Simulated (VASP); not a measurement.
# SnSe2 (P-1) in VASP: single point with PBE+D3(BJ)

Aim: the single point of SnSe2 with PBE+D3(BJ).

All numbers are computed with VASP 6.6.1; they aren't measurements. Logs are shortened: lines on timing, memory, paths and dates and some standing lists are left out, and cuts for length are marked.

**1. The cell of the first run**

The typed cell holds 6 atoms: a = 3.843 Å, b = 3.844 Å, c = 11.990 Å, α = 90.00°, β = 89.99°, γ = 120.00°.

**2. Single point, PBE+D3(BJ)**

INCAR reads:

```
SYSTEM = SnSe2
PREC = Accurate
ENCUT = 520
EDIFF = 1E-6
ISMEAR = 0
SIGMA = 0.03
LREAL = .False.
LASPH = .True.
NELM = 60
ALGO = Normal
ISIF = 2
LWAVE = .False.
LCHARG = .False.
GGA = PE
IVDW = 12
NBANDS = 35
```

KPOINTS reads:

```
regular mesh
0
Gamma
  6 6 2
  0 0 0
```

POSCAR reads:

```
SnSe2
1.0
    3.8433997551     -0.0001246824      0.0004526559
   -1.9218025052      3.3289653400      0.0000647258
    0.0016074757      0.0015114231     11.9903026229
Sn Se
2 4
Direct
    0.0000652297      0.0001979798      0.0000148387
   -0.0000899534     -0.0002167888      0.4999847186
    0.3332618606      0.6667656851      0.1326960453
    0.3331281693      0.6663793134      0.6326663428
    0.6667502297      0.3332439504      0.3673043899
    0.6668844641      0.3336298601      0.8673336646
```

Potentials or basis: VASP PAW PBE potentials, release 64 (Sn_d, Se).

Command:

```console
$ cat potpaw_PBE.64/Sn_d/POTCAR potpaw_PBE.64/Se/POTCAR > POTCAR
$ mpirun -np 1 vasp_std > vasp.out
```

OUTCAR:

```text
SYSTEM = SnSe2
   PREC = Accurate
   ENCUT = 520
   EDIFF = 1E-6
   ISMEAR = 0
   LREAL = .False.
   LASPH = .True.
   NELM = 60
   ISIF = 2
   GGA = PE
   IVDW = 12
 IVDW          = 12

 ion  position               nearest neighbor table
   1  0.000  0.000  0.000-   3 2.73   6 2.73   6 2.73   3 2.73   3 2.73   6 2.73
   2  1.000  1.000  0.500-   4 2.73   5 2.73   5 2.73   4 2.73   5 2.73   4 2.73
   3  0.333  0.667  0.133-   1 2.73   1 2.73   1 2.73
   4  0.333  0.666  0.633-   2 2.73   2 2.73   2 2.73
   5  0.667  0.333  0.367-   2 2.73   2 2.73   2 2.73
   6  0.667  0.334  0.867-   1 2.73   1 2.73   1 2.73

  LATTYP: Found a base centered monoclinic cell.
 ALAT       =    31.2025346675
 B/A-ratio  =     0.1231909475
 C/A-ratio  =     0.4394656200
 COS(beta)  =    -0.9824447949

  Lattice vectors:

 A1 = (   9.6067892844,   3.3270798697, -11.9888799294)
 A2 = (   7.6849867792,   6.6560452097, -11.9888152036)
 A3 = (  -5.7633895293,  -3.3272045521,  11.9893325853)

Analysis of symmetry for initial positions (statically):
=====================================================================
 Subroutine PRICEL returns:
 Original cell was already a primitive cell.

 Routine SETGRP: Setting up the symmetry group for a
 base centered monoclinic supercell.

 Subroutine GETGRP returns: Found  1 space group operations
 (whereof  1 operations were pure point group operations)
 out of a pool of  4 trial point group operations.

The static configuration has the point symmetry C_1 .

Analysis of symmetry for dynamics (positions and initial velocities):
=====================================================================
 Subroutine PRICEL returns:
 Original cell was already a primitive cell.

 Routine SETGRP: Setting up the symmetry group for a
 base centered monoclinic supercell.

 Subroutine GETGRP returns: Found  1 space group operations
 (whereof  1 operations were pure point group operations)
 out of a pool of  4 trial point group operations.

The dynamic configuration has the point symmetry C_1 .

 Subroutine INISYM returns: Found  1 space group operations
 (whereof  1 operations are pure point group operations),
 and found     1 'primitive' translations

----------------------------------------------------------------------------------------

                                     Primitive cell

  volume of cell :     153.4076

  direct lattice vectors                    reciprocal lattice vectors
     3.843399755 -0.000124682  0.000452656     0.260191189  0.150207657 -0.000053817
    -1.921802505  3.328965340  0.000064726     0.000009750  0.300399264 -0.000037868
     0.001607476  0.001511423 11.990302623    -0.000009823 -0.000007292  0.083400733

  length of vectors
     3.843399784  3.843869809 11.990302826     0.300436013  0.300399267  0.083400734

  position of ions in fractional coordinates (direct lattice)
     0.000065230  0.000197980  0.000014839
     0.999910047  0.999783211  0.499984719
     0.333261861  0.666765685  0.132696045
     0.333128169  0.666379313  0.632666343
     0.666750230  0.333243950  0.367304390
     0.666884464  0.333629860  0.867333665

  ion indices of the primitive-cell ions
   primitive index   ion index
                 1           1
                 2           2
                 3           3
                 4           4
                 5           5
                 6           6

----------------------------------------------------------------------------------------

 KPOINTS: regular mesh

Automatic generation of k-mesh.
 Grid dimensions read from file:
 generate k-points for:    6    6    2

 Generating k-lattice:

  Cartesian coordinates                     Fractional coordinates (reciprocal lattice)
     0.043365198  0.025034609 -0.000008969     0.166666667 -0.000000000  0.000000000
     0.000001625  0.050066544 -0.000006311    -0.000000000  0.166666667  0.000000000
    -0.000004911 -0.000003646  0.041700366     0.000000000 -0.000000000  0.500000000

  Length of vectors
     0.050072669  0.050066544  0.041700367

  Shift w.r.t. Gamma in fractional coordinates (k-lattice)
     0.000000000  0.000000000  0.000000000

 Subroutine IBZKPT returns following result:
 ===========================================

 Found     40 irreducible k-points:

 Following reciprocal coordinates:
            Coordinates               Weight
  0.000000  0.000000  0.000000      1.000000
  0.166667 -0.000000  0.000000      2.000000
  0.333333 -0.000000  0.000000      2.000000
  0.500000 -0.000000  0.000000      1.000000
 -0.000000  0.166667  0.000000      2.000000
  0.166667  0.166667  0.000000      2.000000
[... 16 lines left out ...]
  0.333333  0.000000  0.500000      2.000000
  0.500000 -0.000000  0.500000      1.000000
 [... further k-points ...]
   k-points           NKPTS =     40   k-points in BZ     NKDIM =     40   number of bands    NBANDS=     35
   number of dos      NEDOS =    301   number of ions     NIONS =      6
   total plane-waves  NPLWV =  81000
   dimension x,y,z NGX =    30 NGY =   30 NGZ =   90
   dimension x,y,z NGXF=    60 NGYF=   60 NGZF=  180
   ions per type =               2   4
   NGX,Y,Z   is equivalent  to a cutoff of  12.98, 12.97, 12.48 a.u.
   NGXF,Y,Z  is equivalent  to a cutoff of  25.95, 25.95, 24.96 a.u.
 SYSTEM =  SnSe2
   PREC   = accura    normal or accurate (medium, high low for compatibility)
   ISTART =      0    job   : 0-new  1-cont  2-samecut
   ICHARG =      2    charge: 1-file 2-atom 10-const
   ISPIN  =      1    spin polarized calculation?
   LNONCOLLINEAR =      F non collinear calculations
   LSORBIT =      F    spin-orbit coupling
   LASPH  =      T    aspherical Exc in radial PAW
   ENCUT  =  520.0 eV  38.22 Ry    6.18 a.u.   7.15  7.15 22.29*2*pi/ulx,y,z
   NELM   =     60;   NELMIN=  2; NELMDL= -5     # of ELM steps
   EDIFF  = 0.1E-05   stopping-criterion for ELM
   LREAL  =      F    real-space projection
   EDIFFG = 0.1E-04   stopping-criterion for IOM
   NSW    =      0    number of steps for IOM
   IBRION =     -1    ionic relax: 0-MD 1-quasi-New 2-CG
   NFREE  =      0    steps in history (QN), initial steepest desc. (CG)
   ISIF   =      2    stress and relaxation
   ISYM   =      2    0-nonsym 1-usesym 2-fastsym
   POTIM  = 0.5000    time-step for ionic-motion
   TEBEG  =    0.0;   TEEND  =   0.0 temperature during run
   PSTRESS=    0.0 pullay stress
   NELECT =      52.0000    total number of electrons
   NUPDOWN=      -1.0000    fix difference up-down
   EMIN   =  10.00;   EMAX   =-10.00  energy-range for DOS
   EFERMI =   0.00;   METHOD = LEGACY
   ISMEAR =     0;   SIGMA  =   0.03  broadening in eV -4-tet -1-fermi 0-gaus
   EFERMI_NEDOS =   21; number of points for ismear=-14 and -15
   IALGO  =     38    algorithm
   IMIX   =      4    mixing-type and parameters
     AMIX     =   0.40;   BMIX     =  1.00
     AMIX_MAG =   1.60;   BMIX_MAG =  1.00
  volume/ion in A,a.u.               =      25.57       172.54
  Fermi-wavevector in a.u.,A,eV,Ry     =   1.141459  2.157045 17.727422  1.302929
  Thomas-Fermi vector in A             =   2.278159
   LORBIT       =      0    0 simple, 1 ext, 2 COOP (PROOUT), +10 PAW based schemes
   GGA     = PE    functional components
   LHFCALC =     F    Hartree Fock is set to
   AEXX    =    0.0000 exact exchange contribution
   IVDW    =    12    specifies the selected vdW correction
   LEPSILON=     F    determine dielectric tensor
   LRPA    =     F    only Hartree local field effects (RPA)
 non-spin polarized calculation
 Gauss-broadening in eV      SIGMA  =   0.03
  energy-cutoff  :      520.00
  volume of cell :      153.41
 maximum number of plane-waves:      4161
 NGX is ok and might be reduce to    30
   NGX = 15   NGY = 15   NGZ = 45

 number of electron      51.9999993 magnetization

 Free energy of the ion-electron system (eV)
  ---------------------------------------------------
  ext. energy  EPLUGINS =         0.00000000
  ---------------------------------------------------
  free energy    TOTEN  =       -23.58940844 eV

  energy without entropy =      -23.58940844  energy(sigma->0) =      -23.58940844

 E-fermi :   4.5163     XC(G=0):  -9.5640

 val. band max:        4.3680098080   @ k =   0.1667  -0.0000   0.0000
 cond. band min:       4.9860487894   @ k =   0.5000  -0.0000   0.5000
 fundamental gap:      0.6180389814
 Fermi energy:         4.5163465604

 k-point     1 :       0.0000    0.0000    0.0000
  band No.  band energies     occupation
      1     -16.9724      2.00000
      2     -16.9723      2.00000
      3     -16.9723      2.00000
      4     -16.9723      2.00000
      5     -16.9401      2.00000
      6     -16.9399      2.00000
[... 27 lines left out ...]
     34       8.9042      0.00000
     35      11.7955      0.00000

 k-point     2 :       0.1667   -0.0000    0.0000
  band No.  band energies     occupation
      1     -16.9828      2.00000
      2     -16.9827      2.00000
      3     -16.9640      2.00000
      4     -16.9640      2.00000
      5     -16.9360      2.00000
      6     -16.9359      2.00000
[... 27 lines left out ...]
     34       9.6674      0.00000
     35      11.1686      0.00000

 k-point     3 :       0.3333   -0.0000    0.0000
  band No.  band energies     occupation
      1     -17.0072      2.00000
      2     -17.0069      2.00000
      3     -16.9542      2.00000
      4     -16.9541      2.00000
      5     -16.9452      2.00000
      6     -16.9451      2.00000
[... 27 lines left out ...]
     34      10.1656      0.00000
     35      10.5395      0.00000
[... 723 lines left out ...]
 k-point    23 :       0.3333    0.0000    0.5000
  band No.  band energies     occupation
      1     -17.0071      2.00000
      2     -17.0071      2.00000
      3     -16.9542      2.00000
      4     -16.9542      2.00000
      5     -16.9451      2.00000
      6     -16.9451      2.00000
[... 27 lines left out ...]
     34      10.1414      0.00000
     35      10.5511      0.00000

 k-point    24 :       0.5000   -0.0000    0.5000
  band No.  band energies     occupation
      1     -17.0200      2.00000
      2     -17.0200      2.00000
      3     -16.9528      2.00000
      4     -16.9528      2.00000
      5     -16.9495      2.00000
      6     -16.9495      2.00000
[... 27 lines left out ...]
     34       9.8281      0.00000
     35      10.1329      0.00000

 [... further k-points ...]

------------------------ aborting loop because EDIFF is reached ----------------------------------------

 Edisp (eV)   -2.18448

 E8    (eV) :    -0.9562

  FORCE on cell =-STRESS in cart. coord.  units (eV):
  Direction    XX          YY          ZZ          XY          YZ          ZX
  --------------------------------------------------------------------------------------
  -------------------------------------------------------------------------------------
  Total       0.07283     0.06342     0.10080     0.00248    -0.00116    -0.00128
  in kB       0.76063     0.66234     1.05271     0.02587    -0.01212    -0.01342
  external pressure =        0.83 kB  Pullay stress =        0.00 kB

 VOLUME and BASIS-vectors are now :
 -----------------------------------------------------------------------------
  energy-cutoff  :      520.00
  volume of cell :      153.41
      direct lattice vectors                 reciprocal lattice vectors
     3.843399755 -0.000124682  0.000452656     0.260191189  0.150207657 -0.000053817
    -1.921802505  3.328965340  0.000064726     0.000009750  0.300399264 -0.000037868
     0.001607476  0.001511423 11.990302623    -0.000009823 -0.000007292  0.083400733

 POSITION                                       TOTAL-FORCE (eV/Angst)
 -----------------------------------------------------------------------------------
     -0.00013      0.00066      0.00018         0.000121      0.000203     -0.000087
      1.92247      3.32887      5.99549         0.000328      0.000271      0.000204
     -0.00032      2.21980      1.59126         0.000289     -0.000045      0.012862
      0.00071      2.21927      7.58605         0.000093      0.000360      0.012992
      1.92275      1.10983      4.40441        -0.000509     -0.000195     -0.012945
      1.92333      1.11187     10.39992        -0.000321     -0.000594     -0.013026
 -----------------------------------------------------------------------------------
    total drift:                                0.000007      0.000000     -0.000007

  FREE ENERGIE OF THE ION-ELECTRON SYSTEM (eV)
  ---------------------------------------------------
  free  energy   TOTEN  =       -25.7738841708 eV

  energy  without entropy=      -25.7738841708  energy(sigma->0) =      -25.77388417
```

Run time: 2.9 min. Hardware: 1 thread of Intel Xeon Platinum 8488C (Sapphire Rapids), shared host; peak memory 0.36 GiB.

What came out:

```yaml
Free_energy: -25.7739 eV
Pressure: 0.1 GPa
Largest_force: 0.013 eV/Å
Band_gap_on_the_k_mesh: 0.62 eV
Dispersion_energy_per_atom: -0.364 eV
```

Forces in eV/Å, atoms in the order of the input:
```
Sn   0.000  0.000  0.000
Sn   0.000  0.000  0.000
Se   0.000  0.000  0.013
Se   0.000  0.000  0.013
Se  -0.001  0.000 -0.013
Se   0.000 -0.001 -0.013
```

Caveat: spin-orbit coupling is left out, which moves the levels of the heavy elements. A k mesh can miss the band edges.
